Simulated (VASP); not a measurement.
# CdS5 (I4/m) in VASP: notebook, part 2 of 2

VASP 6.6.1. Earlier steps stand in the parts before.

## Step 3: Relaxation of cell and atoms, PBE

This run uses another cell than the first one, of 22.52 Å³/atom.

File INCAR:

```
SYSTEM = CdS5
PREC = Accurate ; ENCUT = 600
EDIFF = 1E-6 ; ISMEAR = 0
SIGMA = 0.2 ; LREAL = .False.
LASPH = .True. ; NELM = 60
ALGO = Normal ; ISIF = 3
LWAVE = .False. ; LCHARG = .False.
GGA = PE ; IBRION = 2
NSW = 36 ; EDIFFG = -0.08
```

File KPOINTS:

```
Automatic mesh
0
Gamma
  4 4 4
  0 0 0
```

File POSCAR:

```
CdS5
1.0
   -3.6500000000      3.6500000000      2.5350000000
    3.6500000000     -3.6500000000      2.5350000000
    3.6500000000      3.6500000000     -2.5350000000
Cd S
1 5
Direct
    0.0000000000      0.0000000000      0.0000000000
    0.8870000000      0.3150000000      0.2020000000
    0.6850000000      0.8870000000      0.5720000000
    0.1130000000      0.6850000000      0.7980000000
    0.3150000000      0.1130000000      0.4280000000
    0.5000000000      0.5000000000      0.0000000000
```

Potentials or basis: VASP PAW PBE potentials, release 64 (Cd, S).

Launch:

```sh
cat potpaw_PBE.64/Cd/POTCAR potpaw_PBE.64/S/POTCAR > POTCAR
mpirun -np 1 vasp_std > vasp.out
```

OUTCAR:

```text
SYSTEM = CdS5
   PREC = Accurate
   ENCUT = 600
   EDIFF = 1E-6
   ISMEAR = 0
   LREAL = .False.
   LASPH = .True.
   NELM = 60
   ISIF = 3
   GGA = PE
   IBRION = 2
   NSW = 36
   EDIFFG = -0.08

 ion  position               nearest neighbor table
   1  0.000  0.000  0.000-   2 2.44   3 2.44   4 2.44   5 2.44   6 2.54   6 2.54
   2  0.887  0.315  0.202-   1 2.44
   3  0.685  0.887  0.572-   1 2.44
   4  0.113  0.685  0.798-   1 2.44
   5  0.315  0.113  0.428-   1 2.44
   6  0.500  0.500  0.000-   1 2.54   1 2.54

  LATTYP: Found a body centered tetragonal cell.
 ALAT       =     7.3000000000
 C/A-ratio  =     0.6945205479

  Lattice vectors:

 A1 = (  -3.6500000000,   3.6500000000,   2.5350000000)
 A2 = (   3.6500000000,  -3.6500000000,   2.5350000000)
 A3 = (   3.6500000000,   3.6500000000,  -2.5350000000)

[... 181 lines left out ...]
  Total       -1.8662832     -1.8662832     -0.4289507     -0.0000001      0.0000000      0.0000000
  in kB      -22.1342313    -22.1342313     -5.0873817     -0.0000013      0.0000000      0.0000000
  external PRESSURE =     -16.4519481 kB  Pullay stress =       0.0000000 kB
[... 902 lines left out ...]
     24       7.0079      0.00000
     25       8.4145      0.00000

[... ionic steps 4 to 18 ...]

--------------------------------------- Ionic step       19  -------------------------------------------

 number of electron      42.0000003 magnetization

------------------------ aborting loop because EDIFF is reached ----------------------------------------
[... 75 lines left out ...]
--------------------------------------- Ionic step       21  -------------------------------------------

 number of electron      42.0000001 magnetization

 Free energy of the ion-electron system (eV)
  ---------------------------------------------------
  ext. energy  EPLUGINS =         0.00000000
  ---------------------------------------------------
  free energy    TOTEN  =       -19.85890473 eV

  energy without entropy =      -19.79011604  energy(sigma->0) =      -19.82451038

 E-fermi :   3.3366     XC(G=0):  -9.1925

 val. band max:        3.2949117469   @ k =  -0.2500   0.5000   0.2500
 cond. band min:       3.3429660957   @ k =   0.5000  -0.0000   0.0000
 fundamental gap:      0.0480543489
 Fermi energy:         3.3366316390
[... 423 lines left out ...]
  FREE ENERGIE OF THE ION-ELECTRON SYSTEM (eV)
  ---------------------------------------------------
  free  energy   TOTEN  =       -19.8589047269 eV

  energy  without entropy=      -19.7901160399  energy(sigma->0) =      -19.82451038

 reached required accuracy - stopping structural energy minimisation
```

OSZICAR:

```text
N       E                     dE             d eps       ncg     rms          rms(c)
DAV:   1     0.284245197184E+03    0.28425E+03   -0.21240E+04   700   0.166E+03
DAV:   2     0.341401728783E+01   -0.28083E+03   -0.27863E+03   922   0.317E+02
DAV:   3    -0.145989147205E+02   -0.18013E+02   -0.17689E+02   719   0.824E+01
[... 223 lines left out ...]
DAV:   5    -0.198588546041E+02    0.41580E-03   -0.17629E-03   865   0.294E-01    0.984E-02
DAV:   6    -0.198588935543E+02   -0.38950E-04   -0.17076E-04   876   0.921E-02    0.384E-02
DAV:   7    -0.198589011421E+02   -0.75877E-05   -0.12816E-05   870   0.236E-02    0.156E-02
DAV:   8    -0.198589042286E+02   -0.30865E-05   -0.35376E-06   662   0.129E-02    0.470E-03
DAV:   9    -0.198589047269E+02   -0.49834E-06   -0.51376E-07   404   0.500E-03
  21 F= -.19858905E+02 E0= -.19824510E+02  d E =-.240871E-01
```

CONTCAR:

```text
CdS5
   1.00000000000000
    -3.1620596672636485    3.1620596887275032    3.4448073398400805
     3.1620596672636485   -3.1620596887275032    3.4448073398400805
     3.1620596887275032    3.1620596672636490   -3.4448073398400805
  Cd              S
     1     5
Direct
     0.0000000000000000    0.0000000000000000    1.0000000000000000
     0.8701895229534229    0.4029957298085386    0.2731852527619614
     0.5970042701914615    0.8701895229534229    0.4671937931448841
     0.1298104770465773    0.5970042701914615    0.7268147472380386
     0.4029957298085385    0.1298104770465773    0.5328062068551159
     0.5000000000000000    0.5000000000000000    1.0000000000000000

  0.00000000E+00  0.00000000E+00  0.00000000E+00
  0.00000000E+00  0.00000000E+00  0.00000000E+00
  0.00000000E+00  0.00000000E+00  0.00000000E+00
  0.00000000E+00  0.00000000E+00  0.00000000E+00
  0.00000000E+00  0.00000000E+00  0.00000000E+00
  0.00000000E+00  0.00000000E+00  0.00000000E+00
```

Run time: 10 min. Hardware: 1 thread of AMD EPYC 9R45 (Zen 5), shared host; peak memory 0.33 GiB.

What came out:

```yaml
Free_energy: -19.8589 eV
Relaxed_volume: 22.96 Å³/atom
Relaxed_cell: a = 5.645 Å, b = 5.645 Å, c = 5.645 Å, α = 111.86°, β = 111.86°, γ = 104.78°
Space_group_after_relaxing_to_0.1_Å: I4/m (No. 87)
Energy_gained_by_relaxing: 881.5 meV/atom
Ionic_steps: 21
Pressure_after_relaxing: 0.3 GPa
Largest_force_after_relaxing: 0.061 eV/Å
Band_gap_on_the_k_mesh: zero (bands 21 and 22 overlap by 0.75 eV)
```

Forces in eV/Å, atoms in the order of the input:
```
Cd   0.000  0.000  0.000
S   -0.003  0.061  0.000
S    0.061  0.003  0.000
S    0.003 -0.061  0.000
S   -0.061 -0.003  0.000
S    0.000  0.000  0.000
```

Stress tensor (GPa, compression positive):
```
0.28 0.00 0.00
0.00 0.28 0.00
0.00 0.00 0.42
```

Step by step:
```tsv
step	energy change (eV)	largest force (eV/Å)	pressure (GPa)	volume (Å³)
1	0.0000	1.6341	-1.65	135.09
2	-0.5803	1.6139	-2.19	130.61
3	-2.3098	1.3874	-1.25	117.71
4	-2.0777	1.6211	20.64	94.22
5	-3.0814	0.8777	3.54	108.17
6	-3.1667	0.6256	8.12	102.94
7	-3.4591	0.8802	6.51	105.42
8	-3.5828	1.3854	5.61	108.38
9	-3.9891	1.3563	2.13	113.85
10	-4.6524	1.0674	-3.73	131.11
11	-4.3349	0.3596	-4.53	169.61
12	-4.7747	0.6853	-5.15	144.68
13	-4.9975	0.7208	-2.30	144.67
14	-4.9976	0.7491	-2.25	144.67
15	-5.1045	0.6238	-1.74	141.55
16	-5.2530	0.2577	0.82	133.11
17	-5.2532	0.2392	1.00	132.68
18	-5.2644	0.1213	0.25	133.99
19	-5.2648	0.1653	0.08	134.29
20	-5.2742	0.1297	0.13	135.17
21	-5.2889	0.0612	0.33	137.77
```

Final structure:
```
Cd S
1.0
    -3.16206    3.16206    3.44481
     3.16206   -3.16206    3.44481
     3.16206    3.16206   -3.44481
Cd S
1 5
Direct
  0.00000 0.00000 0.00000
  0.87019 0.40300 0.27319
  0.59700 0.87019 0.46719
  0.12981 0.59700 0.72681
  0.40300 0.12981 0.53281
  0.50000 0.50000 0.00000
```

Caveat: the k points lie up to 0.34 Å⁻¹ apart in the final cell, too coarse for converged energies and pressures of a metal; semilocal functionals underestimate gaps, so a narrow gap can read as zero; the relaxation stopped at a loose force limit of 0.08 eV/Å, so its end isn't a converged minimum.

## Step 4: Single point, PBE

This run uses another cell than the first one, of 24.02 Å³/atom.

File INCAR:

```
SYSTEM = CdS5
  PREC = Accurate
  ENCUT = 520
  EDIFF = 1E-6
  ISMEAR = 0
  SIGMA = 0.1
  LREAL = .False.
  LASPH = .True.
  NELM = 100
  ALGO = Normal
  ISIF = 2
  LWAVE = .False.
  LCHARG = .True.
  GGA = PE
  LELF = .True.
  LVHAR = .True.
  NBANDS = 30
```

File KPOINTS:

```
regular mesh
0
Gamma
  8 8 8
  0 0 0
```

File POSCAR:

```
CdS5
1.0
   -3.1592068601      3.1592068601      3.6099060254
    3.1592068601     -3.1592068601      3.6099060254
    3.1592068601      3.1592068601     -3.6099060254
Cd S
1 5
Direct
    0.0000000000      0.0000000000      0.0000000000
    0.8716498482      0.3987602890      0.2704101373
    0.6012397110      0.8716498482      0.4728895592
    0.1283501518      0.6012397110      0.7295898627
    0.3987602890      0.1283501518      0.5271104408
    0.5000000000      0.5000000000      0.0000000000
```

Launch:

```sh
cat potpaw_PBE.64/Cd/POTCAR potpaw_PBE.64/S/POTCAR > POTCAR
mpirun -np 1 vasp_std > vasp.out
```

Wall time 4.2 min (1 thread of AMD EPYC 9R45 (Zen 5), shared host); peak memory 0.46 GiB.

Results (log left out):

```
Free energy            : -19.7764 eV
Pressure               : -0.1 GPa
Largest force          : 0.109 eV/Å
Band gap on the k mesh : zero (bands 21 and 22 overlap by 0.84 eV)
```

Forces in eV/Å, atoms in the order of the input:
```
Cd   0.000  0.000  0.000
S    0.079  0.076  0.000
S    0.076 -0.079  0.000
S   -0.079 -0.076  0.000
S   -0.076  0.079  0.000
S    0.000  0.000  0.000
```

Stress tensor (GPa, compression positive):
```
-0.17  0.00  0.00
 0.00 -0.17  0.00
 0.00  0.00 -0.04
```

Levels at points of the mesh, in eV from the Fermi level:
```csv
k point,band 17,band 18,band 19,band 20,band 21,band 22,band 23,band 24,band 25,band 26
"(0.00, 0.00, 0.00)",-2.00,-1.66,-1.17,-1.17,-0.82,-0.32,-0.32,3.19,3.53,3.53
"(0.50, 0.00, 0.00)",-2.82,-2.10,-1.21,-0.85,-0.84,-0.03,1.60,1.97,3.36,3.71
"(0.50, 0.50, 0.00)",-3.37,-2.58,-2.36,-0.64,0.37,1.28,2.05,2.43,2.48,3.29
"(0.50, 0.50, 0.50)",-1.98,-1.59,-0.63,-0.44,-0.44,-0.33,-0.33,3.25,3.41,3.41
```

## Step 5: Overview

| task | cell | k mesh | cutoff (eV) | smearing | gap on the mesh (eV) | pressure (GPa) | largest force (eV/Å) |
| --- | --- | --- | --- | --- | --- | --- | --- |
| single point | a = 5.694 Å, angles 112.5, 112.5, 103.6°, 6 atoms, atomic positions A | 4 × 4 × 4 | 520 | gaussian 0.2 eV | none | 0.0 | 0.11 |
| relaxation of cell and atoms | relaxed from a = 5.751 Å, angles 101.2, 101.2, 127.7°, 6 atoms, atomic positions B | 4 × 4 × 4 | 600 | gaussian 0.2 eV | none | 0.3 | 0.06 |
| single point | a = 5.744 Å, angles 113.3, 113.3, 102.1°, 6 atoms, atomic positions C | 8 × 8 × 8 | 520 | gaussian 0.1 eV | none | -0.1 | 0.11 |

Alike in all rows: level PBE; potentials or basis VASP PAW PBE potentials, release 64 (Cd, S); no spin polarisation.

Caveats: some runs use coarse meshes; semilocal functionals underestimate gaps, so a narrow gap can read as zero (at least some runs); the relaxation stopped at a loose force limit of 0.08 eV/Å, so its end isn't a converged minimum (at least some runs).

Absolute energies hang on the potentials; compare differences alone.
